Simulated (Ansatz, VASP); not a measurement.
# One calculation of SiC, two programs

```xyz
2
Lattice="2.6438 -1.5490 -0.4627 2.6438 1.5490 -0.4627 -1.1322 0.0000 3.8648" Properties=species:S:1:pos:R:3 pbc="T T T"
Si    3.8429    0.0000    1.1767
C     0.3126    0.0000    1.7628
```

Alike in both runs: functional PBE; k mesh 8 × 8 × 4; occupations gaussian, width 0.1 eV; no spin polarisation.

Ansatz relaxed the structure, and its values are those at the end. VASP's run is a single point on that final structure, the one shown.

```csv
,VASP,Ansatz
version,VASP 6.6.1,Ansatz 0.2.0
potentials or method,"VASP PAW PBE potentials, release 64 (Si, C), cutoff 520 eV","scalar-relativistic, plane waves, PAW"
valence electrons in the cell,8,8
```

Ansatz gave:

* gap on the k mesh at the Fermi level (eV): 1.76
* least direct gap on the mesh (eV): 2.67
* pressure (GPa): 0.0
* rms of the force components (eV/Å): 0.009

Q: Estimate VASP's values.

A: gap on the k mesh at the Fermi level (eV): 1.75; least direct gap on the mesh (eV): 2.66; pressure (GPa): 0.0; rms of the force components (eV/Å): 0.009.

The functional is the same, so the differences come from potentials, cutoffs and numerics.

The k mesh is coarse, so the values compare programs but aren't converged.
